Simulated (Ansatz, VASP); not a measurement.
## SrNb: VASP beside Ansatz

```xyz
2
Lattice="0.0000 3.1424 3.1424 3.1424 0.0000 3.1424 3.1424 3.1424 0.0000" Properties=species:S:1:pos:R:3 pbc="T T T"
Sr    0.0000    0.0000    0.0000
Nb    3.1424    3.1424    3.1424
```

Change from the starting cell: species swapped into the HoN type (Fm-3m, No. 225).

Alike in both runs: functional PBE; k mesh 6 × 6 × 6; occupations gaussian, width 0.2 eV; no spin polarisation.

Ansatz relaxed the structure, and its values are those at the end. VASP's run is a single point on that final structure, the one shown.

|  | VASP | Ansatz |
| --- | --- | --- |
| version | VASP 6.6.1 | Ansatz 0.2.0 |
| potentials or method | VASP PAW PBE potentials, release 64 (Sr_sv, Nb_sv), cutoff 500 eV | scalar-relativistic, plane waves, PAW |
| valence electrons in the cell | 23 | 23 |

VASP gave:

- gap on the k mesh at the Fermi level (eV): none
- pressure (GPa): 0.5

Task: What did Ansatz give for the same quantities?

Result: gap on the k mesh at the Fermi level (eV): none; pressure (GPa): 0.4.

A gap of «none» marks a metal or a gap that the smearing closes.
